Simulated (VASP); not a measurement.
# KCl in VASP: further runs

KCl is run at these levels: PBE, r2SCAN; tasks: single point.

Program: VASP 6.6.1. These are calculated values, not measurements. Logs are shortened: lines on timing, memory, paths and dates and some standing lists are left out, and cuts for length are marked.

## Step 1: The cell of the first run

Symmetry: R-3m, No. 166, trigonal system. Conventional cell: a = 4.447 Å, b = 4.447 Å, c = 11.330 Å, α = 90.00°, β = 90.00°, γ = 120.00°. Within 4.2 Å of K (site symmetry -3m) lie 6 Cl at 3.19 Å. Within 4.2 Å of Cl (site symmetry -3m) lie 6 K at 3.19 Å.

## Step 2: Single point, PBE (strain along [111] +4.0%)

INCAR reads:

```
PREC = Accurate ; ENCUT = 520
EDIFF = 1E-6 ; ISMEAR = 0
SIGMA = 0.01 ; LREAL = False
LASPH = True ; NELM = 100
ALGO = Normal ; ISIF = 2
LWAVE = False ; LCHARG = False
GGA = PE ; NBANDS = 15
```

KPOINTS reads:

```
regular mesh
0
Gamma
  4 4 4
```

POSCAR reads:

```
KCl
1.0
    0.0838626217      3.2287109339      3.2287109339
    3.2287109339      0.0838626217      3.2287109339
    3.2287109339      3.2287109339      0.0838626217
K Cl
1 1
Direct
    0.0000000000      0.0000000000      0.0000000000
    0.5000000000      0.5000000000      0.5000000000
```

Potentials or basis: VASP PAW PBE potentials, release 64 (K_sv, Cl).

The run is started by

```bash
> cat potpaw_PBE.64/K_sv/POTCAR potpaw_PBE.64/Cl/POTCAR > POTCAR
> mpirun -np 1 vasp_std > vasp.out
```

OUTCAR:

```text
PREC = Accurate
   ENCUT = 520
   EDIFF = 1E-6
   ISMEAR = 0
   LREAL = False
   LASPH = True
   NELM = 100
   ISIF = 2
   GGA = PE

 ion  position               nearest neighbor table
   1  0.000  0.000  0.000-   2 3.19   2 3.19   2 3.19   2 3.19   2 3.19   2 3.19
   2  0.500  0.500  0.500-   1 3.19   1 3.19   1 3.19   1 3.19   1 3.19   1 3.19

  LATTYP: Found a trigonal (rhomboedric) cell.
 ALAT       =     4.5668568544
 COS(alpha) =     0.5257966616

  Lattice vectors:

 A1 = (   0.0838626217,   3.2287109339,   3.2287109339)
 A2 = (   3.2287109339,   0.0838626217,   3.2287109339)
 A3 = (   3.2287109339,   3.2287109339,   0.0838626217)

Analysis of symmetry for initial positions (statically):
=====================================================================
 Subroutine PRICEL returns:
 Original cell was already a primitive cell.

 Routine SETGRP: Setting up the symmetry group for a
 trigonal (rhombohedral) supercell.

 Subroutine GETGRP returns: Found 12 space group operations
 (whereof 12 operations were pure point group operations)
 out of a pool of 12 trial point group operations.

The static configuration has the point symmetry D_3d.

Analysis of symmetry for dynamics (positions and initial velocities):
=====================================================================
 Subroutine PRICEL returns:
 Original cell was already a primitive cell.

 Routine SETGRP: Setting up the symmetry group for a
 trigonal (rhombohedral) supercell.

 Subroutine GETGRP returns: Found 12 space group operations
 (whereof 12 operations were pure point group operations)
 out of a pool of 12 trial point group operations.

The dynamic configuration has the point symmetry D_3d.

 Subroutine INISYM returns: Found 12 space group operations
 (whereof 12 operations are pure point group operations),
 and found     1 'primitive' translations

----------------------------------------------------------------------------------------

                                     Primitive cell

  volume of cell :      64.6938

  direct lattice vectors                    reciprocal lattice vectors
     0.083862622  3.228710934  3.228710934    -0.161028516  0.156951845  0.156951845
     3.228710934  0.083862622  3.228710934     0.156951845 -0.161028516  0.156951845
     3.228710934  3.228710934  0.083862622     0.156951845  0.156951845 -0.161028516

  length of vectors
     4.566856854  4.566856854  4.566856854     0.274222439  0.274222439  0.274222439

  position of ions in fractional coordinates (direct lattice)
     0.000000000  0.000000000  0.000000000
[... 78 lines left out ...]
   NUPDOWN=      -1.0000    fix difference up-down
   EMIN   =  10.00;   EMAX   =-10.00  energy-range for DOS
   EFERMI =   0.00;   METHOD = LEGACY
   ISMEAR =     0;   SIGMA  =   0.01  broadening in eV -4-tet -1-fermi 0-gaus
   EFERMI_NEDOS =   21; number of points for ismear=-14 and -15
   IALGO  =     38    algorithm
   IMIX   =      4    mixing-type and parameters
     AMIX     =   0.40;   BMIX     =  1.00
     AMIX_MAG =   1.60;   BMIX_MAG =  1.00
  volume/ion in A,a.u.               =      32.35       218.29
  Fermi-wavevector in a.u.,A,eV,Ry     =   1.027608  1.941897 14.367447  1.055978
  Thomas-Fermi vector in A             =   2.161561
   LORBIT       =      0    0 simple, 1 ext, 2 COOP (PROOUT), +10 PAW based schemes
   GGA     = PE    functional components
   LHFCALC =     F    Hartree Fock is set to
   AEXX    =    0.0000 exact exchange contribution
   IVDW    =     0    specifies the selected vdW correction
   LEPSILON=     F    determine dielectric tensor
   LRPA    =     F    only Hartree local field effects (RPA)
 non-spin polarized calculation
 Gauss-broadening in eV      SIGMA  =   0.01
  energy-cutoff  :      520.00
  volume of cell :       64.69
 maximum number of plane-waves:      1761
 NGX is ok and might be reduce to    36
   NGX = 17   NGY = 17   NGZ = 17

 number of electron      15.9999999 magnetization

 Free energy of the ion-electron system (eV)
  ---------------------------------------------------
  ext. energy  EPLUGINS =         0.00000000
  ---------------------------------------------------
  free energy    TOTEN  =        -6.80779518 eV

  energy without entropy =       -6.80779518  energy(sigma->0) =       -6.80779518

 E-fermi :  -1.8801     XC(G=0):  -7.3870

 val. band max:       -1.9575555814   @ k =   0.0000   0.0000   0.0000
 cond. band min:       3.0680670608   @ k =   0.0000   0.0000   0.0000
 fundamental gap:      5.0256226422
 Fermi energy:        -1.8801192271

 k-point     1 :       0.0000    0.0000    0.0000
  band No.  band energies     occupation
      1     -29.2841      2.00000
      2     -14.0607      2.00000
      3     -12.7450      2.00000
      4     -12.7450      2.00000
      5     -12.7407      2.00000
      6      -2.0329      2.00000
      7      -1.9576      2.00000
      8      -1.9576      2.00000
      9       3.0681      0.00000
     10       6.1743      0.00000
     11       6.4718      0.00000
     12       6.4718      0.00000
     13       7.2338      0.00000
     14       7.2338      0.00000
[... 203 lines left out ...]
      2     -14.2502      2.00000
      3     -12.7512      2.00000
      4     -12.7512      2.00000
      5     -12.4977      2.00000
      6      -2.9874      2.00000
      7      -2.2240      2.00000
      8      -2.2240      2.00000
      9       5.5002      0.00000
     10       6.3225      0.00000
     11       8.3362      0.00000
     12       8.3362      0.00000
     13       9.4167      0.00000
     14       9.4167      0.00000
     15       9.7970      0.00000

------------------------ aborting loop because EDIFF is reached ----------------------------------------

  FORCE on cell =-STRESS in cart. coord.  units (eV):
  Direction    XX          YY          ZZ          XY          YZ          ZX
  --------------------------------------------------------------------------------------
  -------------------------------------------------------------------------------------
  Total        0.0315941      0.0315941      0.0315941     -0.0749825     -0.0749825     -0.0749825
  in kB        0.7824465      0.7824465      0.7824465     -1.8569843     -1.8569843     -1.8569843
  external PRESSURE =       0.7824465 kB  Pullay stress =       0.0000000 kB

 VOLUME and BASIS-vectors are now :
 -----------------------------------------------------------------------------
  energy-cutoff  :      520.00
  volume of cell :       64.69
      direct lattice vectors                 reciprocal lattice vectors
     0.083862622  3.228710934  3.228710934    -0.161028516  0.156951845  0.156951845
     3.228710934  0.083862622  3.228710934     0.156951845 -0.161028516  0.156951845
     3.228710934  3.228710934  0.083862622     0.156951845  0.156951845 -0.161028516

 POSITION                                       TOTAL-FORCE (eV/Angst)
 -----------------------------------------------------------------------------------
      0.00000      0.00000      0.00000        -0.000000     -0.000000     -0.000000
      3.27064      3.27064      3.27064         0.000000      0.000000      0.000000
 -----------------------------------------------------------------------------------
    total drift:                                0.000000      0.000000      0.000000

  FREE ENERGIE OF THE ION-ELECTRON SYSTEM (eV)
  ---------------------------------------------------
  free  energy   TOTEN  =        -6.8077951793 eV

  energy  without entropy=       -6.8077951793  energy(sigma->0) =       -6.80779518
```

stdout:

```text
POSCAR found type information on POSCAR K Cl
 POSCAR found :  2 types and       2 ions
 scaLAPACK will be used
 LDA part: xc-table for (Slater+PW92), standard interpolation
 POSCAR, INCAR and KPOINTS ok, starting setup
 FFT: planning ... GRIDC
 FFT: planning ... GRID_SOFT
 FFT: planning ... GRID
 WAVECAR not read
 entering main loop
```

Run time: 28 s. Hardware: 1 thread of AMD EPYC 7R13, shared host; peak memory 0.17 GiB.

Results:

| Item | Value |
| --- | --- |
| Free energy | -6.8078 eV |
| Pressure | 0.1 GPa |
| Band gap on the k mesh | 5.03 eV, direct |

Levels at points of the mesh, in eV from the valence-band top:
| k point | band 5 | band 6 | band 7 | band 8 | band 9 | band 10 | band 11 | band 12 |
| --- | --- | --- | --- | --- | --- | --- | --- | --- |
| (0.00, 0.00, 0.00) | -10.78 | -0.08 | 0.00 | 0.00 | 5.03 | 8.13 | 8.43 | 8.43 |
| (0.50, 0.00, 0.00) | -10.57 | -1.01 | -0.37 | -0.30 | 7.45 | 8.45 | 10.28 | 10.52 |
| (0.50, 0.50, 0.00) | -10.83 | -0.66 | -0.27 | -0.21 | 6.53 | 8.14 | 9.82 | 10.12 |
| (0.50, 0.50, 0.50) | -10.54 | -1.03 | -0.27 | -0.27 | 7.46 | 8.28 | 10.29 | 10.29 |

Caveat: the k points lie up to 0.43 Å⁻¹ apart; the cell differs from its parent crystal (strain along [111] +4.0%).

## Step 3: Single point, PBE (uniaxial z strain +5.0%)

INCAR reads:

```
PREC = Accurate
ENCUT = 520
EDIFF = 1E-7
ISMEAR = 0
SIGMA = 0.01
LREAL = F
LASPH = T
NELM = 100
ALGO = Normal
ISIF = 2
LWAVE = F
LCHARG = F
GGA = PE
NBANDS = 15
```

KPOINTS reads:

```
Automatic mesh
0
Gamma
  4 4 4
```

POSCAR reads:

```
KCl
1.0
    0.0000000000      3.1448483123      3.3020907279
    3.1448483123      0.0000000000      3.3020907279
    3.1448483123      3.1448483123      0.0000000000
K Cl
1 1
Direct
    0.0000000000      0.0000000000      0.0000000000
    0.5000000000      0.5000000000      0.5000000000
```

Potentials or basis: VASP PAW PBE potentials, release 64 (K_sv, Cl).

The run is started by

```bash
> cat potpaw_PBE.64/K_sv/POTCAR potpaw_PBE.64/Cl/POTCAR > POTCAR
> mpirun -np 1 vasp_std > vasp.out
```

It took 31 s on 1 thread of AMD EPYC 7R13, shared host; peak memory 0.17 GiB.

It converged, with:

- Free energy: -6.8019 eV
- Pressure: 0.0 GPa
- Band gap on the k mesh: 5.02 eV, direct

Stress tensor (GPa, compression positive):
```
 0.47  0.00  0.00
 0.00  0.47  0.00
 0.00  0.00 -0.84
```

Levels at points of the mesh, in eV from the valence-band top:
| k point | band 5 | band 6 | band 7 | band 8 | band 9 | band 10 | band 11 | band 12 |
| --- | --- | --- | --- | --- | --- | --- | --- | --- |
| (0.00, 0.00, 0.00) | -10.77 | -0.02 | 0.00 | 0.00 | 5.02 | 8.15 | 8.45 | 8.45 |
| (0.50, 0.00, 0.00) | -10.55 | -0.99 | -0.30 | -0.30 | 7.44 | 8.39 | 10.33 | 10.41 |
| (0.50, 0.50, 0.00) | -10.81 | -0.67 | -0.19 | -0.19 | 6.61 | 8.10 | 9.58 | 10.07 |
| (0.50, 0.00, 0.50) | -10.83 | -0.61 | -0.24 | -0.23 | 6.54 | 8.15 | 9.89 | 10.19 |

Caveat: the k points lie up to 0.43 Å⁻¹ apart; the cell differs from its parent crystal (uniaxial z strain +5.0%).

## Step 4: Single point, PBE

This run uses another cell than the first one, of 31.10 Å³/atom, 0.962 times its volume.

INCAR reads:

```
SYSTEM = KCl
PREC = Accurate
ENCUT = 520
EDIFF = 1E-6
ISMEAR = -1
SIGMA = 0.02
LREAL = .FALSE.
LASPH = .TRUE.
NELM = 80
ALGO = Normal
ISIF = 2
LWAVE = .FALSE.
LCHARG = .FALSE.
GGA = PE
NBANDS = 15
```

KPOINTS reads:

```
Automatic mesh
0
G
  8 8 8
  0 0 0
```

POSCAR reads:

```
KCl
1.0
    0.0000000000      3.1448483123      3.1448483123
    3.1448483123      0.0000000000      3.1448483123
    3.1448483123      3.1448483123      0.0000000000
K Cl
1 1
Direct
    0.0000000000      0.0000000000      0.0000000000
    0.5000000000      0.5000000000      0.5000000000
```

The run is started by

```bash
> cat potpaw_PBE.64/K_sv/POTCAR potpaw_PBE.64/Cl/POTCAR > POTCAR
> mpirun -np 1 vasp_std > vasp.out
```

Wall time 54 s (1 thread of AMD EPYC 7R13, shared host); peak memory 0.18 GiB.

The run converged. Its results:

| Item | Value |
| --- | --- |
| Free energy | -6.8034 eV |
| Pressure | 0.8 GPa |
| Band gap on the k mesh | 5.19 eV, direct |

Levels at points of the mesh, in eV from the valence-band top:
| k point | band 5 | band 6 | band 7 | band 8 | band 9 | band 10 | band 11 | band 12 |
| --- | --- | --- | --- | --- | --- | --- | --- | --- |
| (0.00, 0.00, 0.00) | -10.66 | 0.00 | 0.00 | 0.00 | 5.19 | 8.38 | 8.38 | 8.38 |
| (0.50, 0.00, 0.00) | -10.41 | -1.06 | -0.33 | -0.33 | 7.60 | 8.61 | 10.53 | 10.53 |
| (0.50, 0.50, 0.00) | -10.71 | -0.66 | -0.22 | -0.22 | 6.53 | 8.36 | 10.08 | 10.24 |

A k mesh can miss the band edges. As with any semilocal functional, this PBE gap is likely too small.

## Step 5: Single point, r2SCAN

This run uses another cell than the first one, of 31.10 Å³/atom, 0.962 times its volume.

POSCAR is that of step 4.

INCAR.step1 reads:

```
  PREC = Accurate
  ENCUT = 520
  ISMEAR = 0
  SIGMA = 0.01
  LREAL = False
  LASPH = True
  NELM = 100
  NBANDS = 15
  GGA = PE
  ALGO = Normal
  EDIFF = 1E-4
  LWAVE = True
  LCHARG = False
```

INCAR.step2 reads:

```
  PREC = Accurate
  ENCUT = 520
  EDIFF = 1E-6
  ISMEAR = 0
  SIGMA = 0.01
  LREAL = False
  LASPH = True
  NELM = 100
  ALGO = Normal
  ISIF = 2
  LWAVE = False
  LCHARG = False
  METAGGA = R2SCAN
  LMIXTAU = True
  NBANDS = 15
  ISTART = 1
```

KPOINTS reads:

```
regular mesh
0
Gamma
  8 8 8
```

Potentials or basis: VASP PAW PBE potentials, release 64 (K_sv, Cl).

The run is started by

```bash
> cat potpaw_PBE.64/K_sv/POTCAR potpaw_PBE.64/Cl/POTCAR > POTCAR
> cp INCAR.step1 INCAR
> mpirun -np 1 vasp_std > vasp.out
> cp INCAR.step2 INCAR
> mpirun -np 1 vasp_std > vasp.out
```

OUTCAR:

```text
PREC = Accurate
   ENCUT = 520
   EDIFF = 1E-6
   ISMEAR = 0
   LREAL = False
   LASPH = True
   NELM = 100
   ISIF = 2
   METAGGA = R2SCAN
   ISTART = 1

 ion  position               nearest neighbor table
   1  0.000  0.000  0.000-   2 3.14   2 3.14   2 3.14   2 3.14   2 3.14   2 3.14
   2  0.500  0.500  0.500-   1 3.14   1 3.14   1 3.14   1 3.14   1 3.14   1 3.14

  LATTYP: Found a face centered cubic cell.
 ALAT       =     6.2896966246

  Lattice vectors:

 A1 = (   0.0000000000,   3.1448483123,   3.1448483123)
 A2 = (   3.1448483123,   0.0000000000,   3.1448483123)
[... 611 lines left out ...]
     12       8.7303      0.00000
     13       9.4940      0.00000
     14      10.4416      0.00000
     15      10.5109      0.00000

 [... further k-points ...]
[... 5 lines left out ...]
  --------------------------------------------------------------------------------------
  -------------------------------------------------------------------------------------
  Total        0.0012339      0.0012339      0.0012339      0.0000000      0.0000000     -0.0000000
  in kB        0.0317801      0.0317801      0.0317801      0.0000000      0.0000000     -0.0000000
  external PRESSURE =       0.0317801 kB  Pullay stress =       0.0000000 kB

 VOLUME and BASIS-vectors are now :
 -----------------------------------------------------------------------------
  energy-cutoff  :      520.00
  volume of cell :       62.21
      direct lattice vectors                 reciprocal lattice vectors
     0.000000000  3.144848312  3.144848312    -0.158990180  0.158990180  0.158990180
     3.144848312  0.000000000  3.144848312     0.158990180 -0.158990180  0.158990180
     3.144848312  3.144848312  0.000000000     0.158990180  0.158990180 -0.158990180

 POSITION                                       TOTAL-FORCE (eV/Angst)
 -----------------------------------------------------------------------------------
      0.00000      0.00000      0.00000        -0.000000     -0.000000     -0.000000
      3.14485      3.14485      3.14485         0.000000      0.000000      0.000000
 -----------------------------------------------------------------------------------
    total drift:                                0.000000      0.000000      0.000000

  FREE ENERGIE OF THE ION-ELECTRON SYSTEM (eV)
  ---------------------------------------------------
  free  energy   TOTEN  =       -16.5064841431 eV

  energy  without entropy=      -16.5064841431  energy(sigma->0) =      -16.50648414
```

OUTCAR.step1:

```text
PREC = Accurate
   ENCUT = 520
   ISMEAR = 0
   LREAL = False
   LASPH = True
[... 654 lines left out ...]
      0.00000      0.00000      0.00000         0.000000      0.000000     -0.000000
      3.14485      3.14485      3.14485        -0.000000     -0.000000      0.000000
 -----------------------------------------------------------------------------------
    total drift:                                0.000000      0.000000      0.000000

  FREE ENERGIE OF THE ION-ELECTRON SYSTEM (eV)
  ---------------------------------------------------
  free  energy   TOTEN  =        -6.8033686411 eV

  energy  without entropy=       -6.8033686411  energy(sigma->0) =       -6.80336864
```

Wall time 4.2 min (1 thread of AMD EPYC 7R13, shared host); peak memory 0.2 GiB.

Results:

```yaml
Free_energy: -16.5065 eV
Pressure: 0.0 GPa
Band_gap_on_the_k_mesh: 5.84 eV, direct
```

Levels at points of the mesh, in eV from the valence-band top:
| k point | band 5 | band 6 | band 7 | band 8 | band 9 | band 10 | band 11 | band 12 |
| --- | --- | --- | --- | --- | --- | --- | --- | --- |
| (0.00, 0.00, 0.00) | -10.96 | 0.00 | 0.00 | 0.00 | 5.84 | 9.03 | 9.03 | 9.03 |
| (0.50, 0.00, 0.00) | -10.73 | -1.05 | -0.32 | -0.32 | 8.14 | 9.25 | 11.33 | 11.33 |
| (0.50, 0.50, 0.00) | -11.01 | -0.67 | -0.23 | -0.23 | 7.03 | 9.22 | 10.70 | 11.11 |

Caveat: the PAW data sets were made with another functional, which shifts forces and pressure a little.

(Continued in part 2 of 2.)
